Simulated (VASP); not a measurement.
# SnSe2 (SnSe2, deposited cell) (P-3m1) in VASP: notebook

The runs below take SnSe2 (SnSe2, deposited cell) through single point, relaxation of the atoms, with LDA.

All numbers are computed with VASP 6.6.1; they aren't measurements. Logs are shortened: lines on timing, memory, paths and dates and some standing lists are left out, and cuts for length are marked.

**1. The cell of the first run**

Symmetry: P-3m1, No. 164, trigonal system. The conventional cell has a = 3.811 Å, b = 3.811 Å, c = 6.136 Å, α = 90.00°, β = 90.00°, γ = 120.00°. Sn (site symmetry -3m) has 6 Se at 2.71 Å within 3.6 Å. Within 3.6 Å of Se (site symmetry 3m) lie 3 Sn at 2.71 Å.

**2. Single point, LDA**

INCAR

```
SYSTEM = SnSe2
PREC = Accurate
ENCUT = 520
EDIFF = 1E-6
ISMEAR = 0
SIGMA = 0.01
LREAL = .False.
LASPH = .True.
NELM = 60
ALGO = Normal
ISIF = 2
LWAVE = .False.
LCHARG = .False.
NBANDS = 20
```

KPOINTS

```
regular mesh
0
Gamma
  10 10 6
  0 0 0
```

POSCAR

```
SnSe2
1.0
    3.8110000000      0.0000000000      0.0000000000
   -1.9055000000      3.3004228138      0.0000000000
    0.0000000000      0.0000000000      6.1360000000
Sn Se
1 2
Direct
    0.0000000000      0.0000000000      0.0000000000
    0.3333333333      0.6666666667      0.2570227973
    0.6666666667      0.3333333333      0.7429772027
```

Potentials or basis: VASP PAW LDA potentials, release 64 (Sn_d, Se).

Command:

```
cat potpaw_LDA.64/Sn_d/POTCAR potpaw_LDA.64/Se/POTCAR > POTCAR
mpirun -np 1 vasp_std > vasp.out
```

OUTCAR:

```text
SYSTEM = SnSe2
   PREC = Accurate
   ENCUT = 520
   EDIFF = 1E-6
   ISMEAR = 0
   LREAL = .False.
   LASPH = .True.
   NELM = 60
   ISIF = 2

 ion  position               nearest neighbor table
   1  0.000  0.000  0.000-   2 2.71   3 2.71   2 2.71   3 2.71   3 2.71   2 2.71
   2  0.333  0.667  0.257-   1 2.71   1 2.71   1 2.71
   3  0.667  0.333  0.743-   1 2.71   1 2.71   1 2.71

  LATTYP: Found a hexagonal cell.
 ALAT       =     3.8110000000
 C/A-ratio  =     1.6100760955

  Lattice vectors:

 A1 = (   3.8110000000,   0.0000000000,   0.0000000000)
 A2 = (  -1.9055000000,   3.3004228138,   0.0000000000)
 A3 = (   0.0000000000,   0.0000000000,   6.1360000000)

Analysis of symmetry for initial positions (statically):
=====================================================================
 Subroutine PRICEL returns:
 Original cell was already a primitive cell.

 Routine SETGRP: Setting up the symmetry group for a
 hexagonal supercell.

 Subroutine GETGRP returns: Found 12 space group operations
 (whereof 12 operations were pure point group operations)
 out of a pool of 24 trial point group operations.

The static configuration has the point symmetry D_3d.

Analysis of symmetry for dynamics (positions and initial velocities):
=====================================================================
 Subroutine PRICEL returns:
 Original cell was already a primitive cell.

 Routine SETGRP: Setting up the symmetry group for a
 hexagonal supercell.

 Subroutine GETGRP returns: Found 12 space group operations
 (whereof 12 operations were pure point group operations)
 out of a pool of 24 trial point group operations.

The dynamic configuration has the point symmetry D_3d.

 Subroutine INISYM returns: Found 12 space group operations
 (whereof 12 operations are pure point group operations),
 and found     1 'primitive' translations

----------------------------------------------------------------------------------------

                                     Primitive cell

  volume of cell :      77.1781

  direct lattice vectors                    reciprocal lattice vectors
     3.811000000  0.000000000  0.000000000     0.262398321  0.151495741  0.000000000
    -1.905500000  3.300422814  0.000000000     0.000000000  0.302991482  0.000000000
     0.000000000  0.000000000  6.136000000     0.000000000  0.000000000  0.162972621

  length of vectors
[... 74 lines left out ...]
 SYSTEM =  SnSe2
   PREC   = accura    normal or accurate (medium, high low for compatibility)
   ISTART =      0    job   : 0-new  1-cont  2-samecut
   ICHARG =      2    charge: 1-file 2-atom 10-const
   ISPIN  =      1    spin polarized calculation?
   LNONCOLLINEAR =      F non collinear calculations
   LSORBIT =      F    spin-orbit coupling
   LASPH  =      T    aspherical Exc in radial PAW
   ENCUT  =  520.0 eV  38.22 Ry    6.18 a.u.   7.09  7.09 11.41*2*pi/ulx,y,z
   NELM   =     60;   NELMIN=  2; NELMDL= -5     # of ELM steps
   EDIFF  = 0.1E-05   stopping-criterion for ELM
   LREAL  =      F    real-space projection
   EDIFFG = 0.1E-04   stopping-criterion for IOM
   NSW    =      0    number of steps for IOM
   IBRION =     -1    ionic relax: 0-MD 1-quasi-New 2-CG
   NFREE  =      0    steps in history (QN), initial steepest desc. (CG)
   ISIF   =      2    stress and relaxation
   ISYM   =      2    0-nonsym 1-usesym 2-fastsym
   POTIM  = 0.5000    time-step for ionic-motion
   TEBEG  =    0.0;   TEEND  =   0.0 temperature during run
   PSTRESS=    0.0 pullay stress
   NELECT =      26.0000    total number of electrons
   NUPDOWN=      -1.0000    fix difference up-down
   EMIN   =  10.00;   EMAX   =-10.00  energy-range for DOS
   EFERMI =   0.00;   METHOD = LEGACY
   ISMEAR =     0;   SIGMA  =   0.01  broadening in eV -4-tet -1-fermi 0-gaus
   EFERMI_NEDOS =   21; number of points for ismear=-14 and -15
   IALGO  =     38    algorithm
   IMIX   =      4    mixing-type and parameters
     AMIX     =   0.40;   BMIX     =  1.00
     AMIX_MAG =   1.60;   BMIX_MAG =  1.00
  volume/ion in A,a.u.               =      25.73       173.61
  Fermi-wavevector in a.u.,A,eV,Ry     =   1.139116  2.152617 17.654722  1.297585
  Thomas-Fermi vector in A             =   2.275820
   LORBIT       =      0    0 simple, 1 ext, 2 COOP (PROOUT), +10 PAW based schemes
   GGA     = CA    functional components
   LHFCALC =     F    Hartree Fock is set to
   AEXX    =    0.0000 exact exchange contribution
   IVDW    =     0    specifies the selected vdW correction
   LEPSILON=     F    determine dielectric tensor
   LRPA    =     F    only Hartree local field effects (RPA)
 non-spin polarized calculation
 Gauss-broadening in eV      SIGMA  =   0.01
  energy-cutoff  :      520.00
  volume of cell :       77.18
 maximum number of plane-waves:      2097
   NGX = 15   NGY = 15   NGZ = 23

 number of electron      26.0000006 magnetization

 Free energy of the ion-electron system (eV)
  ---------------------------------------------------
  ext. energy  EPLUGINS =         0.00000000
  ---------------------------------------------------
  free energy    TOTEN  =       -13.78242577 eV

  energy without entropy =      -13.78242577  energy(sigma->0) =      -13.78242577

 E-fermi :   4.2067     XC(G=0):  -9.8166

 val. band max:        4.1559945699   @ k =   0.1000   0.1000   0.0000
 cond. band min:       4.6425817585   @ k =   0.5000  -0.0000   0.3333
 fundamental gap:      0.4865871886
 Fermi energy:         4.2067187626

 k-point     1 :       0.0000    0.0000    0.0000
  band No.  band energies     occupation
      1     -17.0529      2.00000
      2     -17.0529      2.00000
      3     -17.0108      2.00000
      4     -16.9989      2.00000
      5     -16.9989      2.00000
      6      -9.7955      2.00000
[... 541 lines left out ...]
     19      13.5467      0.00000
     20      14.9914      0.00000

 [... further k-points ...]
[... 5 lines left out ...]
  --------------------------------------------------------------------------------------
  -------------------------------------------------------------------------------------
  Total       -0.4166446     -0.4166446     -0.4215979      0.0000000      0.0000000      0.0000000
  in kB       -8.6493307     -8.6493307     -8.7521582      0.0000000      0.0000000      0.0000000
  external PRESSURE =      -8.6836065 kB  Pullay stress =       0.0000000 kB

 VOLUME and BASIS-vectors are now :
 -----------------------------------------------------------------------------
  energy-cutoff  :      520.00
  volume of cell :       77.18
      direct lattice vectors                 reciprocal lattice vectors
     3.811000000  0.000000000  0.000000000     0.262398321  0.151495741  0.000000000
    -1.905500000  3.300422814  0.000000000     0.000000000  0.302991482  0.000000000
     0.000000000  0.000000000  6.136000000     0.000000000  0.000000000  0.162972621

 POSITION                                       TOTAL-FORCE (eV/Angst)
 -----------------------------------------------------------------------------------
      0.00000      0.00000      0.00000         0.000000      0.000000      0.000000
     -0.00000      2.20028      1.57709        -0.000000      0.000000      0.024740
      1.90550      1.10014      4.55891         0.000000     -0.000000     -0.024740
 -----------------------------------------------------------------------------------
    total drift:                               -0.000000      0.000000      0.000000

  FREE ENERGIE OF THE ION-ELECTRON SYSTEM (eV)
  ---------------------------------------------------
  free  energy   TOTEN  =       -13.7824257686 eV

  energy  without entropy=      -13.7824257686  energy(sigma->0) =      -13.78242577
```

OSZICAR:

```text
N       E                     dE             d eps       ncg     rms          rms(c)
DAV:   1     0.203587110349E+03    0.20359E+03   -0.12226E+04  2940   0.147E+03
DAV:   2     0.941527525972E+01   -0.19417E+03   -0.18711E+03  3088   0.381E+02
DAV:   3    -0.132507487876E+02   -0.22666E+02   -0.22073E+02  3500   0.113E+02
DAV:   4    -0.140573387405E+02   -0.80659E+00   -0.80495E+00  3428   0.225E+01
DAV:   5    -0.140768376770E+02   -0.19499E-01   -0.19497E-01  4052   0.365E+00    0.516E+00
DAV:   6    -0.138171513346E+02    0.25969E+00   -0.49037E-01  4316   0.725E+00    0.328E+00
DAV:   7    -0.137859285675E+02    0.31223E-01   -0.13579E-01  3400   0.222E+00    0.945E-01
DAV:   8    -0.137826655505E+02    0.32630E-02   -0.10000E-02  3808   0.937E-01    0.260E-01
DAV:   9    -0.137824266568E+02    0.23889E-03   -0.11051E-03  3356   0.236E-01    0.774E-02
DAV:  10    -0.137824239733E+02    0.26834E-05   -0.88776E-05  3396   0.612E-02    0.288E-02
DAV:  11    -0.137824260707E+02   -0.20974E-05   -0.97735E-06  3336   0.186E-02    0.429E-03
DAV:  12    -0.137824257686E+02    0.30208E-06   -0.87008E-07  2180   0.626E-03
   1 F= -.13782426E+02 E0= -.13782426E+02  d E =-.377809E-15
```

It took 62 s on 1 thread of Intel Xeon Platinum 8259CL at 2.50GHz (Skylake/Cascade Lake), shared host; peak memory 0.23 GiB.

Results:

- Free energy: -13.7824 eV
- Pressure: -0.9 GPa
- Largest force: 0.025 eV/Å
- Band gap on the k mesh: 0.49 eV, indirect (least direct gap 0.90 eV)

Forces on the atoms (eV/Å):
```
Sn   0.000  0.000  0.000
Se   0.000  0.000  0.025
Se   0.000  0.000 -0.025
```

Caveat: spin-orbit coupling is left out, which moves the levels of the heavy elements.

**3. Relaxation of the atoms, LDA**

INCAR

```
ALGO = Normal ; EDIFF = 1E-6
EDIFFG = -0.001 ; ENCUT = 520
IBRION = 2 ; ISIF = 2
ISMEAR = 0 ; LASPH = T
LCHARG = F ; LREAL = F
LWAVE = F ; NELM = 60
NSW = 60 ; PREC = Accurate
SIGMA = 0.01
```

KPOINTS

```
k-points
0
Gamma
  10 10 6
```

POSCAR

```
SnSe2
1.0
    3.8110000000      0.0000000000      0.0000000000
   -1.9055000000      3.3004228138      0.0000000000
    0.0000000000      0.0000000000      6.1360000000
Sn Se
1 2
Direct
    0.0000000000      0.0000000000      0.0000000000
    0.3333333333      0.6666666667      0.2490000000
    0.6666666667      0.3333333333      0.7510000000
```

Potentials or basis: VASP PAW LDA potentials, release 64 (Sn_d, Se).

Command:

```
cat potpaw_LDA.64/Sn_d/POTCAR potpaw_LDA.64/Se/POTCAR > POTCAR
mpirun -np 1 vasp_std > vasp.out
```

OUTCAR:

```text
EDIFF = 1E-6
   EDIFFG = -0.001
   ENCUT = 520
   IBRION = 2
   ISIF = 2
   ISMEAR = 0
   LASPH = T
   LREAL = F
   NELM = 60
   NSW = 60
   PREC = Accurate

 ion  position               nearest neighbor table
   1  0.000  0.000  0.000-   2 2.68   3 2.68   2 2.68   3 2.68   3 2.68   2 2.68
   2  0.333  0.667  0.249-   1 2.68   1 2.68   1 2.68
   3  0.667  0.333  0.751-   1 2.68   1 2.68   1 2.68

  LATTYP: Found a hexagonal cell.
 ALAT       =     3.8110000000
 C/A-ratio  =     1.6100760955

  Lattice vectors:

 A1 = (   3.8110000000,   0.0000000000,   0.0000000000)
 A2 = (  -1.9055000000,   3.3004228138,   0.0000000000)
 A3 = (   0.0000000000,   0.0000000000,   6.1360000000)

Analysis of symmetry for initial positions (statically):
[... 295 lines left out ...]
  energy without entropy =      -13.78249389  energy(sigma->0) =      -13.78249389

 E-fermi :   4.2389     XC(G=0):  -9.8183

 val. band max:        4.1579369993   @ k =   0.1000   0.1000   0.0000
 cond. band min:       4.6375692613   @ k =   0.5000  -0.0000   0.3333
 fundamental gap:      0.4796322620
 Fermi energy:         4.2389063088

 k-point     1 :       0.0000    0.0000    0.0000
  band No.  band energies     occupation
      1     -17.0506      2.00000
      2     -17.0506      2.00000
      3     -17.0086      2.00000
      4     -16.9968      2.00000
      5     -16.9968      2.00000
      6      -9.7877      2.00000
[... 457 lines left out ...]
      4     -16.9752      2.00000
      5     -16.9726      2.00000
      6      -8.1468      2.00000
[... 9 lines left out ...]
     16       9.4702      0.00000
     17       9.5124      0.00000

 [... further k-points ...]

------------------------ aborting loop because EDIFF is reached ----------------------------------------

  FORCE on cell =-STRESS in cart. coord.  units (eV):
  Direction    XX          YY          ZZ          XY          YZ          ZX
  --------------------------------------------------------------------------------------
  -------------------------------------------------------------------------------------
  Total       -0.4563624     -0.4563624     -0.5092928     -0.0000000      0.0000000      0.0000000
  in kB       -9.4738511     -9.4738511    -10.5726599     -0.0000000      0.0000000      0.0000000
  external PRESSURE =      -9.8401207 kB  Pullay stress =       0.0000000 kB
[... 18 lines left out ...]
  FREE ENERGIE OF THE ION-ELECTRON SYSTEM (eV)
  ---------------------------------------------------
  free  energy   TOTEN  =       -13.7824938877 eV

  energy  without entropy=      -13.7824938877  energy(sigma->0) =      -13.78249389

 reached required accuracy - stopping structural energy minimisation
```

OSZICAR:

```text
N       E                     dE             d eps       ncg     rms          rms(c)
DAV:   1     0.194071825205E+03    0.19407E+03   -0.12482E+04  2456   0.172E+03
DAV:   2     0.759270983862E+01   -0.18648E+03   -0.18307E+03  2683   0.392E+02
DAV:   3    -0.133916629501E+02   -0.20984E+02   -0.20277E+02  3061   0.122E+02
[... 24 lines left out ...]
DAV:   6    -0.137824824217E+02    0.28570E-07   -0.16934E-06  2133   0.120E-02
   3 F= -.13782482E+02 E0= -.13782482E+02  d E =-.259913E-01
       N       E                     dE             d eps       ncg     rms          rms(c)
DAV:   1    -0.137824852221E+02   -0.27718E-05   -0.20748E-03  2472   0.207E-01    0.142E-02
DAV:   2    -0.137824941361E+02   -0.89141E-05   -0.10749E-04  3218   0.524E-02    0.391E-03
DAV:   3    -0.137824938877E+02    0.24848E-06   -0.11285E-06  2182   0.776E-03
   4 F= -.13782494E+02 E0= -.13782494E+02  d E =-.260027E-01
```

CONTCAR:

```text
SnSe2
   1.00000000000000
     3.8109999999999999    0.0000000000000000    0.0000000000000000
    -1.9055000000000000    3.3004228138000000    0.0000000000000000
     0.0000000000000000    0.0000000000000000    6.1360000000000001
  Sn              Se
     1     2
Direct
     1.0000000000000000    0.0000000000000000    0.0000000000000000
     0.3333333332999970    0.6666666667000030    0.2574549861702637
     0.6666666667000030    0.3333333332999970    0.7425450138297363

  0.00000000E+00  0.00000000E+00  0.00000000E+00
  0.00000000E+00  0.00000000E+00  0.00000000E+00
  0.00000000E+00  0.00000000E+00  0.00000000E+00
```

It took 4.2 min on 1 thread of Intel Xeon 8259CL, shared host; peak memory 0.23 GiB.

Results:

| Item | Value |
| --- | --- |
| Free energy | -13.7825 eV |
| Energy gained by relaxing | 8.7 meV/atom |
| Ionic steps | 4 |
| Pressure after relaxing | -1.0 GPa |
| Band gap on the k mesh | 0.48 eV, indirect (least direct gap 0.90 eV) |

Stress tensor (GPa, compression positive):
```
-0.95  0.00  0.00
 0.00 -0.95  0.00
 0.00  0.00 -1.06
```

The path:
| step | energy change (eV) | largest force (eV/Å) | pressure (GPa) |
| --- | --- | --- | --- |
| 1 | 0.0000 | 0.5074 | 0.97 |
| 2 | -0.0188 | 0.2630 | 0.04 |
| 3 | -0.0260 | 0.0103 | -0.92 |
| 4 | -0.0260 | 0.0006 | -0.98 |

Final structure:
```
Sn Se
1.0
     3.81100    0.00000    0.00000
    -1.90550    3.30042    0.00000
     0.00000    0.00000    6.13600
Sn Se
1 2
Direct
  0.00000 0.00000 0.00000
  0.33333 0.66667 0.25745
  0.66667 0.33333 0.74255
```

Caveat: spin-orbit coupling is left out, which moves the levels of the heavy elements. A k mesh can miss the band edges.
